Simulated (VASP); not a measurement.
# BeTe (F-43m) in VASP: G0W0 quasiparticle levels with PBE

Aim: the G0W0 quasiparticle levels of BeTe with PBE.

All numbers are computed with VASP 6.6.1; they aren't measurements. Logs are shortened: lines on timing, memory, paths and dates and some standing lists are left out, and cuts for length are marked.

## Step 1: The cell of the first run

The structure is cubic, space group F-43m (No. 216). The conventional cell has a = 5.657 Å, b = 5.657 Å, c = 5.657 Å, α = 90.00°, β = 90.00°, γ = 90.00°. Be (site symmetry -43m) has 4 Te at 2.45 Å within 3.2 Å. Te (site symmetry -43m) has 4 Be at 2.45 Å within 3.2 Å.

## Step 2: G0W0 quasiparticle levels, PBE

Contents of POSCAR:

```
BeTe
1.0
    0.0000000000      2.8286199459      2.8286199459
    2.8286199459      0.0000000000      2.8286199459
    2.8286199459      2.8286199459      0.0000000000
Be Te
1 1
Direct
    0.0000000000      0.0000000000      0.0000000000
    0.7500000000      0.7500000000      0.7500000000
```

Contents of INCAR.step1:

```
SYSTEM = BeTe
PREC = Accurate ; ENCUT = 500
EDIFF = 1E-8 ; ISMEAR = 0
SIGMA = 0.01 ; LREAL = .False.
LASPH = .True. ; NELM = 80
ALGO = Normal ; LWAVE = .True.
LCHARG = .False. ; GGA = PE
```

Contents of INCAR.step2:

```
SYSTEM = BeTe
PREC = Accurate ; ENCUT = 500
EDIFF = 1E-8 ; ISMEAR = 0
SIGMA = 0.01 ; LREAL = .False.
LASPH = .True. ; NELM = 1
ALGO = Exact ; LWAVE = .True.
LCHARG = .False. ; GGA = PE
NBANDS = 339 ; LOPTICS = .True.
ISTART = 1
```

Contents of INCAR.step3:

```
SYSTEM = BeTe
PREC = Accurate ; ENCUT = 500
EDIFF = 1E-8 ; ISMEAR = 0
SIGMA = 0.01 ; LREAL = .False.
LASPH = .True. ; ALGO = EVGW0
LWAVE = .False. ; LCHARG = .False.
GGA = PE ; NELMGW = 1
NBANDS = 339 ; ENCUTGW = 200
NOMEGA = 48 ; PRECFOCK = Fast
ISTART = 1 ; NBANDSGW = 12
```

Contents of KPOINTS:

```
regular mesh
0
Gamma
  6 6 6
  0 0 0
```

Potentials or basis: VASP PAW PBE potentials, release 64 (Be_GW, Te_GW).

Launch:

```bash
$ cat potpaw_PBE.64/Be_GW/POTCAR potpaw_PBE.64/Te_GW/POTCAR > POTCAR
$ cp INCAR.step1 INCAR
$ mpirun -np 1 vasp_std > vasp.out
$ cp INCAR.step2 INCAR
$ mpirun -np 1 vasp_std > vasp.out
$ cp INCAR.step3 INCAR
$ mpirun -np 1 vasp_std > vasp.out
```

OUTCAR:

```text
SYSTEM = BeTe
   PREC = Accurate
   ENCUT = 500
   EDIFF = 1E-8
   ISMEAR = 0
   LREAL = .False.
   LASPH = .True.
   GGA = PE
   NELMGW = 1
   ENCUTGW = 200
   PRECFOCK = Fast
   ISTART = 1

 ion  position               nearest neighbor table
   1  0.000  0.000  0.000-   2 2.45   2 2.45   2 2.45   2 2.45
   2  0.750  0.750  0.750-   1 2.45   1 2.45   1 2.45   1 2.45

  LATTYP: Found a face centered cubic cell.
 ALAT       =     5.6572398918

  Lattice vectors:

 A1 = (   0.0000000000,   2.8286199459,   2.8286199459)
 A2 = (   2.8286199459,   0.0000000000,   2.8286199459)
 A3 = (   2.8286199459,   2.8286199459,   0.0000000000)

Analysis of symmetry for initial positions (statically):
=====================================================================
 Subroutine PRICEL returns:
 Original cell was already a primitive cell.

 Routine SETGRP: Setting up the symmetry group for a
 face centered cubic supercell.

 Subroutine GETGRP returns: Found 24 space group operations
 (whereof 24 operations were pure point group operations)
 out of a pool of 48 trial point group operations.

The static configuration has the point symmetry T_d .

Analysis of symmetry for dynamics (positions and initial velocities):
=====================================================================
 Subroutine PRICEL returns:
 Original cell was already a primitive cell.

 Routine SETGRP: Setting up the symmetry group for a
 face centered cubic supercell.

 Subroutine GETGRP returns: Found 24 space group operations
 (whereof 24 operations were pure point group operations)
 out of a pool of 48 trial point group operations.

The dynamic configuration has the point symmetry T_d .

 Subroutine INISYM returns: Found 24 space group operations
 (whereof 24 operations are pure point group operations),
 and found     1 'primitive' translations

----------------------------------------------------------------------------------------

                                     Primitive cell

  volume of cell :      45.2641

  direct lattice vectors                    reciprocal lattice vectors
     0.000000000  2.828619946  2.828619946    -0.176764645  0.176764645  0.176764645
     2.828619946  0.000000000  2.828619946     0.176764645 -0.176764645  0.176764645
     2.828619946  2.828619946  0.000000000     0.176764645  0.176764645 -0.176764645

  length of vectors
     4.000272690  4.000272690  4.000272690     0.306165346  0.306165346  0.306165346

  position of ions in fractional coordinates (direct lattice)
     0.000000000  0.000000000  0.000000000
     0.750000000  0.750000000  0.750000000

  ion indices of the primitive-cell ions
   primitive index   ion index
                 1           1
                 2           2

----------------------------------------------------------------------------------------

 KPOINTS: regular mesh

Automatic generation of k-mesh.
 Grid dimensions read from file:
 generate k-points for:    6    6    6

 Generating k-lattice:

  Cartesian coordinates                     Fractional coordinates (reciprocal lattice)
    -0.029460774  0.029460774  0.029460774     0.166666667  0.000000000  0.000000000
     0.029460774 -0.029460774  0.029460774     0.000000000  0.166666667  0.000000000
     0.029460774  0.029460774 -0.029460774     0.000000000  0.000000000  0.166666667

  Length of vectors
     0.051027558  0.051027558  0.051027558

  Shift w.r.t. Gamma in fractional coordinates (k-lattice)
     0.000000000  0.000000000  0.000000000

 Subroutine IBZKPT returns following result:
 ===========================================

 Found     16 irreducible k-points:

 Following reciprocal coordinates:
            Coordinates               Weight
  0.000000  0.000000  0.000000      1.000000
  0.166667  0.000000  0.000000      8.000000
  0.333333  0.000000  0.000000      8.000000
  0.500000  0.000000  0.000000      4.000000
  0.166667  0.166667  0.000000      6.000000
  0.333333  0.166667  0.000000     24.000000
[... 8 lines left out ...]
 -0.333333  0.333333  0.166667     24.000000
 -0.333333  0.500000  0.166667     12.000000
   k-points           NKPTS =     16   k-points in BZ     NKDIM =    216   number of bands    NBANDS=    339
   number of dos      NEDOS =    301   number of ions     NIONS =      2
   total plane-waves  NPLWV =  27000
   dimension x,y,z NGX =    30 NGY =   30 NGZ =   30
   dimension x,y,z NGXF=    60 NGYF=   60 NGZF=   60
   ions per type =               1   1
   NGX,Y,Z   is equivalent  to a cutoff of  12.47, 12.47, 12.47 a.u.
   NGXF,Y,Z  is equivalent  to a cutoff of  24.94, 24.94, 24.94 a.u.
 SYSTEM =  BeTe
   PREC   = accura    normal or accurate (medium, high low for compatibility)
   ISTART =      1    job   : 0-new  1-cont  2-samecut
   ICHARG =      0    charge: 1-file 2-atom 10-const
   ISPIN  =      1    spin polarized calculation?
   LNONCOLLINEAR =      F non collinear calculations
   LSORBIT =      F    spin-orbit coupling
   LASPH  =      T    aspherical Exc in radial PAW
   ENCUT  =  500.0 eV  36.75 Ry    6.06 a.u.   7.29  7.29  7.29*2*pi/ulx,y,z
   NELM   =     60;   NELMIN=  2; NELMDL=  0     # of ELM steps
   EDIFF  = 0.1E-07   stopping-criterion for ELM
   LREAL  =      F    real-space projection
   EDIFFG = 0.1E-06   stopping-criterion for IOM
   NSW    =      0    number of steps for IOM
   IBRION =     -1    ionic relax: 0-MD 1-quasi-New 2-CG
   NFREE  =      0    steps in history (QN), initial steepest desc. (CG)
   ISIF   =      0    stress and relaxation
   ISYM   =      3    0-nonsym 1-usesym 2-fastsym
   POTIM  = 0.5000    time-step for ionic-motion
   TEBEG  =    0.0;   TEEND  =   0.0 temperature during run
   PSTRESS=    0.0 pullay stress
   NELECT =       8.0000    total number of electrons
   NUPDOWN=      -1.0000    fix difference up-down
   EMIN   =  10.00;   EMAX   =-10.00  energy-range for DOS
   EFERMI =   0.00;   METHOD = LEGACY
   ISMEAR =     0;   SIGMA  =   0.01  broadening in eV -4-tet -1-fermi 0-gaus
   EFERMI_NEDOS =   21; number of points for ismear=-14 and -15
   IALGO  =     38    algorithm
   IMIX   =      4    mixing-type and parameters
     AMIX     =   0.40;   BMIX     =  1.00
     AMIX_MAG =   1.60;   BMIX_MAG =  1.00
  volume/ion in A,a.u.               =      22.63       152.73
  Fermi-wavevector in a.u.,A,eV,Ry     =   0.918728  1.736144 11.484146  0.844061
  Thomas-Fermi vector in A             =   2.043842
   LORBIT       =      0    0 simple, 1 ext, 2 COOP (PROOUT), +10 PAW based schemes
   GGA     = PE    functional components
   LHFCALC =     T    Hartree Fock is set to
   PRECFOCK=fast      Normal, Fast or Accurate (Low or Medium for compatibility)
   ENCUT4O =  -1.0   cutoff for four orbital integrals eV
   NKREDX  =     1    reduce k-point grid by
   NKREDY  =     1    reduce k-point grid by
   NKREDZ  =     1    reduce k-point grid by
   AEXX    =    1.0000 exact exchange contribution
   HFSCREEN=    0.0000 screening length (either q_TF or 0.3 A-1)
   HFSCREENC=   0.0000 screening length for correlation (either q_TF or 0.3 A-1)
   ENCUTFOCK=  -1.0 apply spherical cutoff to Coloumb kernel
   IVDW    =     0    specifies the selected vdW correction
   LEPSILON=     F    determine dielectric tensor
   LRPA    =     F    only Hartree local field effects (RPA)
   LRPAFORCE           =     F    calculate RPA forces
   ENCUTGW             = 200.0    cutoff for response function in eV
   ENCUTGWSOFT         = 160.0    soft cutoff for Coulomb kernel in GW response function in eV
   ENCUTLF             =  -1.0    cutoff for local field effects
   NELMGW              =     1    number of iterations in solving QP/BSE equation
   NELMHF              =     1    number of iterations in the inner HF iteration
   NKREDLFX            =     1    NKREDLFY  =   1   NKREDLFZ  =   1
 non-spin polarized calculation
 Gauss-broadening in eV      SIGMA  =   0.01
  energy-cutoff  :      500.00
  volume of cell :       45.26
 maximum number of plane-waves:      1167
 NGX is ok and might be reduce to    30
  NGX = 18; NGY = 18; NGZ = 18
   NGX = 15   NGY = 15   NGZ = 15
 maximum number of plane-waves:       302

 QP shifts <psi_nk| G(iteration)W_0 |psi_nk>: iteration 1
 for sc-GW calculations column KS-energies equals QP-energies in previous step
 and V_xc(KS)=  KS-energies - (<T + V_ion + V_H > + <T+V_H+V_ion>^1  + <V_x>^1)

 k-point   1 :       0.0000    0.0000    0.0000
  band No.  KS-energies  QP-energies   sigma(KS)   V_xc(KS)     V^pw_x(r,r')   Z            occupation Imag(sigma)

      1      -7.5179      -8.4406     -12.0668     -10.7696     -17.5977       0.7113       2.0000       1.1356
      2       4.6931       3.8390     -12.1491     -11.0589     -12.7646       0.7834       2.0000       0.0112
      3       4.6931       3.8390     -12.1491     -11.0589     -12.7646       0.7834       2.0000       0.0112
      4       4.6931       3.8390     -12.1491     -11.0589     -12.7646       0.7834       2.0000       0.0112
      5       8.3199       8.5683      -8.9860      -9.3083      -4.8391       0.7704       0.0000      -0.0990
      6       8.3199       8.5683      -8.9860      -9.3083      -4.8391       0.7704       0.0000      -0.0990
      7       8.3199       8.5683      -8.9860      -9.3083      -4.8391       0.7704       0.0000      -0.0990
      8       8.4135       8.7645      -9.1664      -9.6198      -4.8397       0.7741       0.0000      -0.1177
      9      12.9883      12.9770      -7.8558      -7.8406      -2.4528       0.7444       0.0000      -0.2215
     10      15.0963      15.2430      -8.9919      -9.1840      -3.7617       0.7635       0.0000      -0.2849
     11      15.0963      15.2430      -8.9919      -9.1840      -3.7617       0.7635       0.0000      -0.2849
     12      15.9887      16.0504      -7.7002      -7.7817      -2.1141       0.7565       0.0000      -0.3428

 k-point   2 :       0.1667    0.0000    0.0000
  band No.  KS-energies  QP-energies   sigma(KS)   V_xc(KS)     V^pw_x(r,r')   Z            occupation Imag(sigma)

      1      -7.2644      -8.1619     -12.1021     -10.8391     -17.5403       0.7106       2.0000       1.0911
      2       2.7261       1.8443     -11.5357     -10.3797     -12.7519       0.7629       2.0000       0.0277
      3       4.3229       3.4713     -11.9834     -10.8915     -12.6906       0.7799       2.0000       0.0126
      4       4.3229       3.4713     -11.9834     -10.8915     -12.6906       0.7799       2.0000       0.0126
      5       8.1357       8.3834      -9.0030      -9.3230      -4.8537       0.7740       0.0000      -0.1044
      6       8.8550       9.1052      -9.1211      -9.4473      -4.8140       0.7670       0.0000      -0.1048
      7       8.8550       9.1052      -9.1211      -9.4473      -4.8140       0.7670       0.0000      -0.1048
      8      10.3985      10.6767      -9.5829      -9.9518      -4.8125       0.7541       0.0000      -0.1357
      9      13.6149      13.6444      -7.8157      -7.8550      -2.3539       0.7485       0.0000      -0.2526
     10      13.8730      13.9558      -8.3856      -8.4942      -3.3328       0.7628       0.0000      -0.2356
     11      13.8730      13.9558      -8.3856      -8.4942      -3.3328       0.7628       0.0000      -0.2356
     12      15.6429      15.6274      -7.7575      -7.7371      -2.1805       0.7580       0.0000      -0.3816
[... 196 lines left out ...]
      1      -5.8411      -6.6236     -12.5209     -11.4324     -17.3363       0.7189       2.0000       0.8264
      2      -0.0819      -1.0538     -11.1598      -9.8052     -13.7555       0.7174       2.0000       0.1169
      3       1.2667       0.3189     -11.2001      -9.9283     -13.0726       0.7452       2.0000       0.0568
      4       2.3344       1.4255     -11.3284     -10.1330     -12.7165       0.7603       2.0000       0.0311
      5       9.1979       9.3374      -8.4941      -8.6744      -4.1516       0.7740       0.0000      -0.1124
      6       9.3847       9.5581      -9.0181      -9.2447      -4.5618       0.7655       0.0000      -0.1181
      7      11.5762      11.8507      -8.8619      -9.2335      -3.5417       0.7388       0.0000      -0.1764
      8      11.8665      12.0583      -9.3995      -9.6589      -4.1964       0.7393       0.0000      -0.1837
      9      13.4171      13.5287      -9.0204      -9.1690      -3.7651       0.7506       0.0000      -0.2313
     10      16.6602      16.8600      -9.0474      -9.3167      -2.9540       0.7419       0.0000      -0.4903
     11      17.2319      17.3649      -9.4653      -9.6446      -3.1401       0.7420       0.0000      -0.6079
     12      17.7536      17.8287      -8.0574      -8.1564      -2.2259       0.7582       0.0000      -0.5126

 k-point  16 :      -0.3333    0.5000    0.1667
  band No.  KS-energies  QP-energies   sigma(KS)   V_xc(KS)     V^pw_x(r,r')   Z            occupation Imag(sigma)

      1      -5.7044      -6.4747     -12.5673     -11.4978     -17.3174       0.7202       2.0000       0.8012
      2      -0.0257      -1.0086     -11.3213      -9.9491     -13.9422       0.7163       2.0000       0.1172
      3       1.3710       0.4248     -11.1919      -9.9254     -13.0031       0.7471       2.0000       0.0523
      4       1.6686       0.7496     -11.0884      -9.8645     -12.7244       0.7509       2.0000       0.0427
      5       8.4187       8.5259      -8.4464      -8.5836      -4.2783       0.7810       0.0000      -0.1085
      6       8.9762       9.0933      -8.7725      -8.9240      -4.4789       0.7726       0.0000      -0.1095
      7      12.0001      12.2324      -9.0600      -9.3742      -3.7505       0.7397       0.0000      -0.1933
      8      12.2890      12.5184      -9.3545      -9.6669      -3.9566       0.7343       0.0000      -0.2010
      9      15.6588      15.9046      -9.3077      -9.6441      -3.1309       0.7306       0.0000      -0.4353
     10      16.3900      16.4794      -9.6461      -9.7670      -3.4853       0.7393       0.0000      -0.5164
     11      17.6731      17.8738      -8.9208      -9.1895      -2.7914       0.7471       0.0000      -0.5409
     12      18.4961      18.6678      -9.0701      -9.2950      -2.8716       0.7630       0.0000      -0.6951
```

Wall time 63 min (1 thread of Intel Xeon 8259CL, shared host); peak memory 1.9 GiB.

What came out:

| Quantity | Value |
| --- | --- |
| Quasiparticle gap | 2.91 eV |
| Least direct quasiparticle gap | 4.73 eV |
| Band gap of the starting levels on the mesh | 2.01 eV |
| Least direct gap of the starting levels on the mesh | 3.63 eV |

Caveat: bands, screening cutoff and mesh are small and nothing is extrapolated, so the quasiparticle values aren't converged; spin-orbit coupling is left out, which moves the levels of the heavy elements.
